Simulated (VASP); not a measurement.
Here is a VASP 6.6.1 calculation.

INCAR

```
PREC     = Accurate       # precision mode
ENCUT    = 520            # plane-wave cutoff, eV
EDIFF    = 1E-8           # SCF threshold, eV
ISMEAR   = -1             # smearing method
SIGMA    = 0.05           # smearing width, eV
LREAL    = F              # projectors in reciprocal space
LASPH    = T              # aspherical terms in the spheres
NELM     = 150            # most SCF steps
ALGO     = Normal         # electronic algorithm
ISIF     = 2              # what is computed and relaxed
LWAVE    = F              # write WAVECAR
LCHARG   = F              # write CHGCAR
ISPIN    = 2              # spin polarisation
MAGMOM   = 2 0            # initial moments
LORBIT   = 11             # projections on sites
LMAXMIX  = 4              # l up to which the mixer works
GGA      = PE             # functional
LEFG     = T            
NBANDS   = 18             # bands
```

The input KPOINTS:

```
regular mesh
0
Gamma
  13 13 13
```

Contents of POSCAR:

```
CoO
1.0
    0.0000000000      2.2864418442      2.2864418442
    2.2864418442      0.0000000000      2.2864418442
    2.2864418442      2.2864418442      0.0000000000
Co O
1 1
Direct
    0.0000000000      0.0000000000      0.0000000000
    0.2500000000      0.2500000000      0.2500000000
```

Potentials or basis: VASP PAW PBE potentials, release 64 (Co, O).

The run is started by

```sh
$ cat potpaw_PBE.64/Co/POTCAR potpaw_PBE.64/O/POTCAR > POTCAR
$ mpirun -np 1 vasp_std > vasp.out
```

Q: Estimate the site moments.

A: Co +2.47; O +0.31 μB.

Q: What does it give for the pressure?

A: -5.6 GPa.

Q: Estimate the net moment.

A: 2.87 μB per cell.

Caveat: the cell stands under tension; a cell with one magnetic atom can't hold antiferromagnetic order, which such compounds often take.
